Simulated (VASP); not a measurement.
A run of VASP 6.6.1 is set up as follows.

Contents of INCAR:

```
SYSTEM = Ca
ALGO = Normal
EDIFF = 1E-6
EDIFFG = -0.04
ENCUT = 600
GGA = PE
IBRION = 2
ISIF = 3
ISMEAR = 0
LASPH = .True.
LCHARG = .False.
LREAL = .False.
LWAVE = .False.
NELM = 100
NSW = 90
PREC = Accurate
SIGMA = 0.1
```

KPOINTS

```
k-points
0
Gamma
  4 4 4
  0 0 0
```

File POSCAR:

```
Ca
1.0
    2.2105925636     -7.0124537517      0.0000000000
    2.2105925636      7.0124537517      0.0000000000
    0.0000000000      0.0000000000      5.8503899872
Ca
4
Direct
    0.0980000000      0.9020000000      0.9100000000
    0.5980000000      0.4020000000      0.5900000000
    0.9020000000      0.0980000000      0.0900000000
    0.4020000000      0.5980000000      0.4100000000
```

Potentials or basis: VASP PAW PBE potentials, release 64 (Ca_sv).

Command:

```console
$ cat potpaw_PBE.64/Ca_sv/POTCAR > POTCAR
$ mpirun -np 1 vasp_std > vasp.out
```

**Question.** What does it give for the relaxed volume?

**Answer.** 43.10 Å³/atom.

**Question.** Predict the space group after relaxing (to 0.05 Å).

**Answer.** Fmmm (No. 69).

**Question.** Predict the band gap on the k mesh.

**Answer.** Zero (band 20 reaches 2.04 eV, above the bottom of band 21 at 1.57 eV).

**Question.** What does it give for the relaxed cell?

**Answer.** a = 7.050 Å, b = 7.050 Å, c = 6.470 Å, α = 90.00°, β = 90.00°, γ = 147.58°.

Stress tensor (GPa, compression positive):
```
 0.05  0.00  0.00
 0.00  0.10  0.00
 0.00  0.00 -0.04
```

Caveat: the k points lie up to 0.42 Å⁻¹ apart in the final cell.
